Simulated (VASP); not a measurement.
Input of a VASP 6.6.1 run:

Contents of INCAR:

```
PREC = Accurate
ENCUT = 520
EDIFF = 1E-6
ISMEAR = 0
SIGMA = 0.05
LREAL = False
LASPH = True
NELM = 100
ALGO = Normal
ISIF = 2
LWAVE = False
LCHARG = True
LELF = True
LVHAR = True
NBANDS = 24
```

File KPOINTS:

```
Automatic mesh
0
Gamma
  6 6 6
```

File POSCAR:

```
ScF3
1.0
    4.0147793626     -0.0959162305     -0.0959162305
   -0.0959162305      4.0147793626     -0.0959162305
   -0.0959162305     -0.0959162305      4.0147793626
Sc F
1 3
Direct
    0.0000000000      0.0000000000      0.0000000000
    0.5000000000      0.0000000000      0.0000000000
    0.0000000000      0.5000000000      0.0000000000
    0.0000000000      0.0000000000      0.5000000000
```

Potentials or basis: VASP PAW LDA potentials, release 64 (Sc_sv, F).

Command:

```bash
$ cat potpaw_LDA.64/Sc_sv/POTCAR potpaw_LDA.64/F/POTCAR > POTCAR
$ mpirun -np 1 vasp_std > vasp.out
```

(1) Predict the band gap on the k mesh.

(2) What does it give for the pressure?

## Answers

(1) 6.10 eV, indirect (least direct gap 6.53 eV).

(2) -2.6 GPa.
